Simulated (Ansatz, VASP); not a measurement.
**Sc2AlN3: VASP beside Ansatz**

Contents of INCAR:

```
SYSTEM = Sc2AlN3
PREC     = Accurate       ! precision mode
ENCUT    = 520            ! plane-wave cutoff, eV
EDIFF    = 1E-6           ! SCF threshold, eV
ISMEAR   = 0              ! smearing method
SIGMA    = 0.1            ! smearing width, eV
LREAL    = .False.        ! projectors in reciprocal space
LASPH    = .True.         ! aspherical terms in the spheres
NELM     = 150            ! most SCF steps
ALGO     = Normal         ! electronic algorithm
ISIF     = 2              ! what is computed and relaxed
LWAVE    = .False.        ! write WAVECAR
LCHARG   = .False.        ! write CHGCAR
ISPIN    = 2              ! spin polarisation
MAGMOM   = 0 0 0 1 1 1    ! initial moments
LORBIT   = 11             ! projections on sites
LMAXMIX  = 4              ! l up to which the mixer works
GGA      = PE             ! functional
NBANDS   = 33             ! bands
```

KPOINTS

```
regular mesh
0
Gamma
  6 6 6
  0 0 0
```

Contents of POSCAR:

```
Sc2AlN3
1.0
   -2.5235715600      2.5235715600      3.7532666100
    2.5235715600     -2.5235715600      3.7532666100
    2.5235715600      2.5235715600     -3.7532666100
Sc Al N
2 1 3
Direct
    0.7500000000      0.2500000000      0.5000000000
    0.2500000000      0.7500000000      0.5000000000
    0.5000000000      0.5000000000      0.0000000000
    0.5000000000      0.0000000000      0.5000000000
    0.0000000000      0.5000000000      0.5000000000
    0.0000000000      0.0000000000      0.0000000000
```

Input for Ansatz:

```yaml
crystal:
  lattice:
    - [-2.52357156, 2.52357156, 3.75326661]
    - [2.52357156, -2.52357156, 3.75326661]
    - [2.52357156, 2.52357156, -3.75326661]
  atoms:
    - { symbol: Sc, position: [0.75, 0.25, 0.5] }
    - { symbol: Sc, position: [0.25, 0.75, 0.5] }
    - { symbol: Al, position: [0.5, 0.5, 0.0] }
    - { symbol: "N", position: [0.5, 0.0, 0.5], spin: 1.0 }
    - { symbol: "N", position: [0.0, 0.5, 0.5], spin: 1.0 }
    - { symbol: "N", position: [0.0, 0.0, 0.0], spin: 1.0 }
basis:
  ecutwfc: 420
kpoints:
  mp_grid: { grid: [6, 6, 6] }
hamiltonian:
  xc: pbe
scf:
  occupations: { method: gaussian, width: 0.1 }
  lower_state_search: "off"
output:
  forces: true
  stress: true
  eigenvalues: true
  populations: true
magnetization:
  spin_polarized: true
```

Alike in both runs: task single point; functional PBE; k mesh 6 × 6 × 6; occupations gaussian, width 0.1 eV; collinear spin.

```csv
,VASP,Ansatz
version,VASP 6.6.1,Ansatz 0.2.0
potentials or method,"VASP PAW PBE potentials, release 64 (Sc_sv, Al, N), cutoff 520 eV","scalar-relativistic, plane waves, PAW"
valence electrons in the cell,40,40
```

|  | VASP | Ansatz | Ansatz less VASP |
| --- | --- | --- | --- |
| gap on the k mesh at the Fermi level (eV) | none | none | - |
| pressure (GPa) | 7.1 | 6.7 | -0.37 |
| traceless stress, the component that is largest in VASP (GPa) | 37.92 | 37.08 | -0.839 |
| net moment per atom (μB) | 0.08 | 0.09 | +0.002 |
| size of the moment on the site where the two differ most (μB) | 0.29 | 0.38 | +0.090 |

Site moments also hang on the region over which each program counts them. A gap of «none» marks a metal or a gap that the smearing closes.
